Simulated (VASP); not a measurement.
# SnSe2 (P-3m1) in VASP: further runs

The runs below take SnSe2 through single point, with r2SCAN.

All numbers are computed with VASP 6.6.1; they aren't measurements. Logs are shortened: lines on timing, memory, paths and dates and some standing lists are left out, and cuts for length are marked.

### 1 The cell of the first run

Symmetry: P-3m1, No. 164, trigonal system. The conventional cell has a = 3.837 Å, b = 3.837 Å, c = 6.492 Å, α = 90.00°, β = 90.00°, γ = 120.00°. Sn (site symmetry -3m) has 6 Se at 2.72 Å within 3.6 Å. Se (site symmetry 3m) has 3 Sn at 2.72 Å within 3.6 Å.

### 2 Single point, r2SCAN

File POSCAR:

```
SnSe2
1.0
    3.8373724672      0.0000000000      0.0000000000
   -1.9186862336      3.3232620404      0.0000000000
    0.0000000000      0.0000000000      6.4924800786
Sn Se
1 2
Direct
    0.0000000000      0.0000000000      0.0000000000
    0.3333333333      0.6666666667      0.2425313394
    0.6666666667      0.3333333333      0.7574686606
```

File INCAR.step1:

```
SYSTEM = SnSe2
PREC = Accurate
ENCUT = 520
ISMEAR = 0
SIGMA = 0.05
LREAL = .False.
LASPH = .True.
NELM = 60
NBANDS = 20
GGA = PE
ALGO = Normal
EDIFF = 1E-4
LWAVE = .True.
LCHARG = .False.
```

File INCAR.step2:

```
SYSTEM = SnSe2
PREC = Accurate
ENCUT = 520
EDIFF = 1E-6
ISMEAR = 0
SIGMA = 0.05
LREAL = .False.
LASPH = .True.
NELM = 60
ALGO = Normal
ISIF = 2
LWAVE = .False.
LCHARG = .False.
METAGGA = R2SCAN
LMIXTAU = .True.
NBANDS = 20
ISTART = 1
```

File KPOINTS:

```
Automatic mesh
0
Gamma
  10 10 6
  0 0 0
```

Potentials or basis: VASP PAW PBE potentials, release 64 (Sn_d, Se).

The run is started by

```bash
$ cat potpaw_PBE.64/Sn_d/POTCAR potpaw_PBE.64/Se/POTCAR > POTCAR
$ cp INCAR.step1 INCAR
$ mpirun -np 1 vasp_std > vasp.out
$ cp INCAR.step2 INCAR
$ mpirun -np 1 vasp_std > vasp.out
```

OUTCAR:

```text
SYSTEM = SnSe2
   PREC = Accurate
   ENCUT = 520
   EDIFF = 1E-6
   ISMEAR = 0
   LREAL = .False.
   LASPH = .True.
   NELM = 60
   ISIF = 2
   METAGGA = R2SCAN
   ISTART = 1

 ion  position               nearest neighbor table
   1  0.000  0.000  0.000-   2 2.72   3 2.72   3 2.72   2 2.72   3 2.72   2 2.72
   2  0.333  0.667  0.243-   1 2.72   1 2.72   1 2.72
   3  0.667  0.333  0.757-   1 2.72   1 2.72   1 2.72

  LATTYP: Found a hexagonal cell.
 ALAT       =     3.8373724672
 C/A-ratio  =     1.6919077140

  Lattice vectors:

 A1 = (   3.8373724672,   0.0000000000,   0.0000000000)
 A2 = (  -1.9186862336,   3.3232620404,   0.0000000000)
 A3 = (   0.0000000000,   0.0000000000,   6.4924800786)

Analysis of symmetry for initial positions (statically):
=====================================================================
 Subroutine PRICEL returns:
 Original cell was already a primitive cell.

 Routine SETGRP: Setting up the symmetry group for a
 hexagonal supercell.

 Subroutine GETGRP returns: Found 12 space group operations
 (whereof 12 operations were pure point group operations)
 out of a pool of 24 trial point group operations.

The static configuration has the point symmetry D_3d.

Analysis of symmetry for dynamics (positions and initial velocities):
=====================================================================
 Subroutine PRICEL returns:
 Original cell was already a primitive cell.

 Routine SETGRP: Setting up the symmetry group for a
 hexagonal supercell.

 Subroutine GETGRP returns: Found 12 space group operations
 (whereof 12 operations were pure point group operations)
 out of a pool of 24 trial point group operations.

The dynamic configuration has the point symmetry D_3d.

 Subroutine INISYM returns: Found 12 space group operations
 (whereof 12 operations are pure point group operations),
 and found     1 'primitive' translations

----------------------------------------------------------------------------------------

                                     Primitive cell

  volume of cell :      82.7960

  direct lattice vectors                    reciprocal lattice vectors
     3.837372467  0.000000000  0.000000000     0.260594980  0.150454582  0.000000000
    -1.918686234  3.323262040  0.000000000     0.000000000  0.300909163  0.000000000
     0.000000000  0.000000000  6.492480079     0.000000000  0.000000000  0.154024346

  length of vectors
     3.837372467  3.837372467  6.492480079     0.300909163  0.300909163  0.154024346

  position of ions in fractional coordinates (direct lattice)
     0.000000000  0.000000000  0.000000000
     0.333333333  0.666666667  0.242531339
     0.666666667  0.333333333  0.757468661

  ion indices of the primitive-cell ions
   primitive index   ion index
                 1           1
                 2           2
                 3           3

----------------------------------------------------------------------------------------

 KPOINTS: Automatic mesh

Automatic generation of k-mesh.
 Grid dimensions read from file:
 generate k-points for:   10   10    6

 Generating k-lattice:

  Cartesian coordinates                     Fractional coordinates (reciprocal lattice)
     0.026059498  0.015045458  0.000000000     0.100000000  0.000000000  0.000000000
     0.000000000  0.030090916  0.000000000     0.000000000  0.100000000  0.000000000
     0.000000000  0.000000000  0.025670724     0.000000000  0.000000000  0.166666667

  Length of vectors
     0.030090916  0.030090916  0.025670724

  Shift w.r.t. Gamma in fractional coordinates (k-lattice)
     0.000000000  0.000000000  0.000000000

 Subroutine IBZKPT returns following result:
 ===========================================

 Found     72 irreducible k-points:

 Following reciprocal coordinates:
            Coordinates               Weight
  0.000000  0.000000  0.000000      1.000000
  0.100000  0.000000  0.000000      6.000000
  0.200000  0.000000  0.000000      6.000000
  0.300000  0.000000  0.000000      6.000000
  0.400000  0.000000  0.000000      6.000000
  0.500000 -0.000000  0.000000      3.000000
[... 16 lines left out ...]
  0.000000  0.400000  0.166667      6.000000
  0.500000 -0.000000  0.166667      6.000000
 [... further k-points ...]
   k-points           NKPTS =     72   k-points in BZ     NKDIM =     72   number of bands    NBANDS=     20
   number of dos      NEDOS =    301   number of ions     NIONS =      3
   total plane-waves  NPLWV =  43200
   dimension x,y,z NGX =    30 NGY =   30 NGZ =   48
   dimension x,y,z NGXF=    60 NGYF=   60 NGZF=   96
   ions per type =               1   2
   NGX,Y,Z   is equivalent  to a cutoff of  13.00, 13.00, 12.29 a.u.
   NGXF,Y,Z  is equivalent  to a cutoff of  25.99, 25.99, 24.58 a.u.
 SYSTEM =  SnSe2
   PREC   = accura    normal or accurate (medium, high low for compatibility)
   ISTART =      1    job   : 0-new  1-cont  2-samecut
   ICHARG =      0    charge: 1-file 2-atom 10-const
   ISPIN  =      1    spin polarized calculation?
   LNONCOLLINEAR =      F non collinear calculations
   LSORBIT =      F    spin-orbit coupling
   LASPH  =      T    aspherical Exc in radial PAW
   ENCUT  =  520.0 eV  38.22 Ry    6.18 a.u.   7.13  7.13 12.07*2*pi/ulx,y,z
   NELM   =     60;   NELMIN=  2; NELMDL=  0     # of ELM steps
   EDIFF  = 0.1E-05   stopping-criterion for ELM
   LREAL  =      F    real-space projection
   EDIFFG = 0.1E-04   stopping-criterion for IOM
   NSW    =      0    number of steps for IOM
   IBRION =     -1    ionic relax: 0-MD 1-quasi-New 2-CG
   NFREE  =      0    steps in history (QN), initial steepest desc. (CG)
   ISIF   =      2    stress and relaxation
   ISYM   =      2    0-nonsym 1-usesym 2-fastsym
   POTIM  = 0.5000    time-step for ionic-motion
   TEBEG  =    0.0;   TEEND  =   0.0 temperature during run
   PSTRESS=    0.0 pullay stress
   NELECT =      26.0000    total number of electrons
   NUPDOWN=      -1.0000    fix difference up-down
   EMIN   =  10.00;   EMAX   =-10.00  energy-range for DOS
   EFERMI =   0.00;   METHOD = LEGACY
   ISMEAR =     0;   SIGMA  =   0.05  broadening in eV -4-tet -1-fermi 0-gaus
   EFERMI_NEDOS =   21; number of points for ismear=-14 and -15
   IALGO  =     38    algorithm
   IMIX   =      4    mixing-type and parameters
     AMIX     =   0.40;   BMIX     =  1.00
     AMIX_MAG =   1.60;   BMIX_MAG =  1.00
  volume/ion in A,a.u.               =      27.60       186.24
  Fermi-wavevector in a.u.,A,eV,Ry     =   1.112746  2.102786 16.846798  1.238205
  Thomas-Fermi vector in A             =   2.249324
   LORBIT       =      0    0 simple, 1 ext, 2 COOP (PROOUT), +10 PAW based schemes
   METAGGA = R2SCAN    functional components
   LHFCALC =     F    Hartree Fock is set to
   AEXX    =    0.0000 exact exchange contribution
   IVDW    =     0    specifies the selected vdW correction
   LEPSILON=     F    determine dielectric tensor
   LRPA    =     F    only Hartree local field effects (RPA)
 non-spin polarized calculation
 Gauss-broadening in eV      SIGMA  =   0.05
  energy-cutoff  :      520.00
  volume of cell :       82.80
 maximum number of plane-waves:      2257
 NGX is ok and might be reduce to    30
   NGX = 15   NGY = 15   NGZ = 25

 number of electron      26.0000000 magnetization

 Free energy of the ion-electron system (eV)
  ---------------------------------------------------
  ext. energy  EPLUGINS =         0.00000000
  ---------------------------------------------------
  free energy    TOTEN  =       -54.63894131 eV

  energy without entropy =      -54.63894131  energy(sigma->0) =      -54.63894131

 E-fermi :   3.2966     XC(G=0):  -9.6263

 val. band max:        3.0796641660   @ k =   0.1000   0.0000   0.1667
 cond. band min:       4.1118399531   @ k =   0.5000  -0.0000   0.3333
 fundamental gap:      1.0321757871
 Fermi energy:         3.2966202203

 k-point     1 :       0.0000    0.0000    0.0000
  band No.  band energies     occupation
      1     -18.7162      2.00000
      2     -18.7161      2.00000
      3     -18.6611      2.00000
      4     -18.6539      2.00000
      5     -18.6538      2.00000
      6     -11.0119      2.00000
[... 12 lines left out ...]
     19      12.6546      0.00000
     20      12.6546      0.00000

 k-point     2 :       0.1000    0.0000    0.0000
  band No.  band energies     occupation
      1     -18.7210      2.00000
      2     -18.7130      2.00000
      3     -18.6587      2.00000
      4     -18.6556      2.00000
      5     -18.6531      2.00000
      6     -10.9125      2.00000
[... 12 lines left out ...]
     19      11.9238      0.00000
     20      12.8140      0.00000

 k-point     3 :       0.2000    0.0000    0.0000
  band No.  band energies     occupation
      1     -18.7348      2.00000
      2     -18.7058      2.00000
      3     -18.6620      2.00000
      4     -18.6499      2.00000
      5     -18.6497      2.00000
      6     -10.6248      2.00000
[... 12 lines left out ...]
     19      12.0115      0.00000
     20      12.9214      0.00000

 k-point     4 :       0.3000    0.0000    0.0000
  band No.  band energies     occupation
      1     -18.7530      2.00000
      2     -18.6995      2.00000
      3     -18.6680      2.00000
      4     -18.6433      2.00000
      5     -18.6394      2.00000
      6     -10.1877      2.00000
[... 12 lines left out ...]
     19      12.4301      0.00000
     20      12.9704      0.00000

 k-point     5 :       0.4000    0.0000    0.0000
  band No.  band energies     occupation
      1     -18.7681      2.00000
      2     -18.6966      2.00000
      3     -18.6724      2.00000
      4     -18.6358      2.00000
      5     -18.6310      2.00000
      6      -9.6990      2.00000
[... 12 lines left out ...]
     19      12.9591      0.00000
     20      13.7666      0.00000

 k-point     6 :       0.5000   -0.0000    0.0000
  band No.  band energies     occupation
      1     -18.7739      2.00000
      2     -18.6959      2.00000
      3     -18.6741      2.00000
      4     -18.6324      2.00000
      5     -18.6277      2.00000
      6      -9.4200      2.00000
[... 12 lines left out ...]
     19      13.3486      0.00000
     20      13.9330      0.00000

 k-point     7 :       0.1000    0.1000    0.0000
  band No.  band energies     occupation
      1     -18.7293      2.00000
      2     -18.7090      2.00000
      3     -18.6589      2.00000
      4     -18.6554      2.00000
      5     -18.6493      2.00000
      6     -10.7188      2.00000
[... 12 lines left out ...]
     19      11.7417      0.00000
     20      12.8154      0.00000
[... 277 lines left out ...]
 k-point    20 :       0.3000    0.0000    0.1667
  band No.  band energies     occupation
      1     -18.7530      2.00000
      2     -18.6995      2.00000
      3     -18.6680      2.00000
      4     -18.6433      2.00000
      5     -18.6395      2.00000
      6     -10.1657      2.00000
[... 12 lines left out ...]
     19      12.7297      0.00000
     20      13.9000      0.00000

 k-point    21 :       0.0000    0.3000    0.1667
  band No.  band energies     occupation
      1     -18.7530      2.00000
      2     -18.6995      2.00000
      3     -18.6680      2.00000
      4     -18.6433      2.00000
      5     -18.6395      2.00000
      6     -10.1653      2.00000
[... 12 lines left out ...]
     19      11.8171      0.00000
     20      12.6555      0.00000

 k-point    22 :       0.4000    0.0000    0.1667
  band No.  band energies     occupation
      1     -18.7681      2.00000
      2     -18.6966      2.00000
      3     -18.6724      2.00000
      4     -18.6358      2.00000
      5     -18.6310      2.00000
      6      -9.6808      2.00000
[... 12 lines left out ...]
     19      13.5756      0.00000
     20      14.1551      0.00000

 k-point    23 :       0.0000    0.4000    0.1667
  band No.  band energies     occupation
      1     -18.7681      2.00000
      2     -18.6966      2.00000
      3     -18.6724      2.00000
      4     -18.6358      2.00000
      5     -18.6310      2.00000
      6      -9.6814      2.00000
[... 12 lines left out ...]
     19      12.2777      0.00000
     20      13.8439      0.00000

 k-point    24 :       0.5000   -0.0000    0.1667
  band No.  band energies     occupation
      1     -18.7740      2.00000
      2     -18.6959      2.00000
      3     -18.6741      2.00000
      4     -18.6324      2.00000
      5     -18.6277      2.00000
      6      -9.4064      2.00000
[... 12 lines left out ...]
     19      13.0782      0.00000
     20      14.3514      0.00000

 [... further k-points ...]
[... 5 lines left out ...]
  --------------------------------------------------------------------------------------
  -------------------------------------------------------------------------------------
  Total        0.0994683      0.0994683      0.0653290     -0.0000000      0.0000000      0.0000000
  in kB        1.9248030      1.9248030      1.2641762     -0.0000000      0.0000000      0.0000000
  external PRESSURE =       1.7045941 kB  Pullay stress =       0.0000000 kB

 VOLUME and BASIS-vectors are now :
 -----------------------------------------------------------------------------
  energy-cutoff  :      520.00
  volume of cell :       82.80
      direct lattice vectors                 reciprocal lattice vectors
     3.837372467  0.000000000  0.000000000     0.260594980  0.150454582  0.000000000
    -1.918686234  3.323262040  0.000000000     0.000000000  0.300909163  0.000000000
     0.000000000  0.000000000  6.492480079     0.000000000  0.000000000  0.154024346

 POSITION                                       TOTAL-FORCE (eV/Angst)
 -----------------------------------------------------------------------------------
      0.00000      0.00000      0.00000        -0.000000      0.000000      0.000000
     -0.00000      2.21551      1.57463         0.000000      0.000000      0.010823
      1.91869      1.10775      4.91785         0.000000     -0.000000     -0.010823
 -----------------------------------------------------------------------------------
    total drift:                                0.000000     -0.000000      0.000000

  FREE ENERGIE OF THE ION-ELECTRON SYSTEM (eV)
  ---------------------------------------------------
  free  energy   TOTEN  =       -54.6389413142 eV

  energy  without entropy=      -54.6389413142  energy(sigma->0) =      -54.63894131
```

Wall time 3 min (1 thread of Intel Xeon 6975P-C (Granite Rapids), shared host); peak memory 0.28 GiB.

Results:

```
Free energy            : -54.6389 eV
Pressure               : 0.2 GPa
Largest force          : 0.011 eV/Å
Band gap on the k mesh : 1.03 eV, indirect (least direct gap 1.47 eV)
```

Forces on the atoms (eV/Å):
```
Sn   0.000  0.000  0.000
Se   0.000  0.000  0.011
Se   0.000  0.000 -0.011
```

Caveat: the PAW data sets were made with another functional, which shifts forces and pressure a little; spin-orbit coupling is left out, which moves the levels of the heavy elements.

### 3 Single point, r2SCAN

This run uses another cell than the first one, of 27.70 Å³/atom, 1.004 times its volume.

File POSCAR:

```
SnSe2
1.0
    3.8405677617      0.0000000000      0.0000000000
   -1.9202838809      3.3260292466      0.0000000000
    0.0000000000      0.0000000000      6.5063710246
Sn Se
1 2
Direct
    0.0000000000      0.0000000000      0.0000000000
    0.3333333333      0.6666666667      0.2418655614
    0.6666666667      0.3333333333      0.7581344386
```

File INCAR.step1:

```
SYSTEM = SnSe2
  PREC = Accurate
  ENCUT = 520
  ISMEAR = 0
  SIGMA = 0.05
  LREAL = .False.
  LASPH = .True.
  NELM = 100
  NBANDS = 20
  GGA = PE
  ALGO = Normal
  EDIFF = 1E-4
  LWAVE = .True.
  LCHARG = .False.
```

File INCAR.step2:

```
SYSTEM = SnSe2
  PREC = Accurate
  ENCUT = 520
  EDIFF = 1E-6
  ISMEAR = 0
  SIGMA = 0.05
  LREAL = .False.
  LASPH = .True.
  NELM = 100
  ALGO = Normal
  ISIF = 2
  LWAVE = .False.
  LCHARG = .False.
  METAGGA = R2SCAN
  LMIXTAU = .True.
  NBANDS = 20
  ISTART = 1
```

File KPOINTS:

```
regular mesh
0
Gamma
  10 10 6
  0 0 0
```

Potentials or basis: VASP PAW PBE potentials, release 64 (Sn_d, Se).

The run is started by

```bash
$ cat potpaw_PBE.64/Sn_d/POTCAR potpaw_PBE.64/Se/POTCAR > POTCAR
$ cp INCAR.step1 INCAR
$ mpirun -np 1 vasp_std > vasp.out
$ cp INCAR.step2 INCAR
$ mpirun -np 1 vasp_std > vasp.out
```

Wall time 2.9 min (1 thread of Intel Xeon 6975P-C (Granite Rapids), shared host); peak memory 0.28 GiB.

The run converged. Its results:

```
Free energy            : -54.6392 eV
Pressure               : 0.1 GPa
Largest force          : 0.012 eV/Å
Band gap on the k mesh : 1.04 eV, indirect (least direct gap 1.47 eV)
```

Forces on the atoms (eV/Å):
```
Sn   0.000  0.000  0.000
Se   0.000  0.000  0.012
Se   0.000  0.000 -0.012
```

Levels at points of the mesh, in eV from the valence-band top:
| k point | band 11 | band 12 | band 13 | band 14 | band 15 | band 16 |
| --- | --- | --- | --- | --- | --- | --- |
| (0.00, 0.00, 0.00) | -0.24 | -0.19 | -0.19 | 1.51 | 3.62 | 5.08 |
| (0.50, 0.00, 0.00) | -2.40 | -0.95 | -0.25 | 1.35 | 4.37 | 5.99 |
| (0.00, 0.00, 0.50) | -0.58 | -0.10 | -0.10 | 2.67 | 3.56 | 4.91 |
| (0.50, 0.00, 0.50) | -2.00 | -0.68 | -0.49 | 1.04 | 4.75 | 5.31 |

Caveat: the PAW data sets were made with another functional, which shifts forces and pressure a little; spin-orbit coupling is left out, which moves the levels of the heavy elements. A k mesh can miss the band edges.
